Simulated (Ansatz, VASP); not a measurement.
Ti3Al: VASP beside Ansatz

The input INCAR:

```
PREC = Accurate ; ENCUT = 520
EDIFF = 1E-6 ; ISMEAR = 0
SIGMA = 0.15 ; LREAL = False
LASPH = True ; NELM = 80
ALGO = Fast ; ISIF = 2
LWAVE = False ; LCHARG = True
GGA = PE ; LELF = True
LVHAR = True ; NBANDS = 28
```

Contents of KPOINTS:

```
Automatic mesh
0
Gamma
  15 15 6
```

POSCAR

```
Ti3Al
1.0
    2.9297375378      0.0000000000      0.0000000000
   -1.4648687689      2.5372271341      0.0000000000
    0.0000000000      0.0000000000      9.2315308735
Ti Al
3 1
Direct
    0.6666666667      0.3333333333      0.0000000000
    0.3333333333      0.6666666667      0.7450413502
    0.3333333333      0.6666666667      0.2549586498
    0.6666666667      0.3333333333      0.5000000000
```

Input for Ansatz:

```yaml
crystal:
  lattice:
    - [2.9297375378, 0.0, 0.0]
    - [-1.4648687689, 2.5372271341, 0.0]
    - [0.0, 0.0, 9.2315308735]
  atoms:
    - { symbol: Ti, position: [0.6666666667, 0.3333333333, 0.0] }
    - { symbol: Ti, position: [0.3333333333, 0.6666666667, 0.7450413502] }
    - { symbol: Ti, position: [0.3333333333, 0.6666666667, 0.2549586498] }
    - { symbol: Al, position: [0.6666666667, 0.3333333333, 0.5] }
basis:
  ecutwfc: 520.0
kpoints:
  mp_grid: { grid: [15, 15, 6] }
hamiltonian:
  xc: pbe
  pseudopotentials: { kind: paw, azcp: { folder: soft_1 } }
scf:
  occupations: { method: gaussian, width: 0.15 }
output:
  forces: true
  stress: true
  eigenvalues: true
```

Alike in both runs: task single point; functional PBE; k mesh 15 × 15 × 6; occupations gaussian, width 0.15 eV; no spin polarisation.

|  | VASP | Ansatz |
| --- | --- | --- |
| version | VASP 6.6.1 | Ansatz 0.2.0 |
| potentials or method | VASP PAW PBE potentials, release 64 (Ti_sv, Al), cutoff 520 eV | scalar-relativistic, plane waves, PAW |
| valence electrons in the cell | 39 | 39 |

VASP gave:

- gap on the k mesh at the Fermi level (eV): none
- pressure (GPa): 0.0
- traceless stress, the component that is largest in VASP (GPa): 0.60
- rms of the force components (eV/Å): 0.163

Problem. Which values does Ansatz return?

Solution. gap on the k mesh at the Fermi level (eV): none; pressure (GPa): 0.0; traceless stress, the component that is largest in VASP (GPa): 0.53; rms of the force components (eV/Å): 0.157.

Atom by atom the forces differ by 0.005 eV/Å (rms over components). A gap of «none» marks a metal or a gap that the smearing closes.
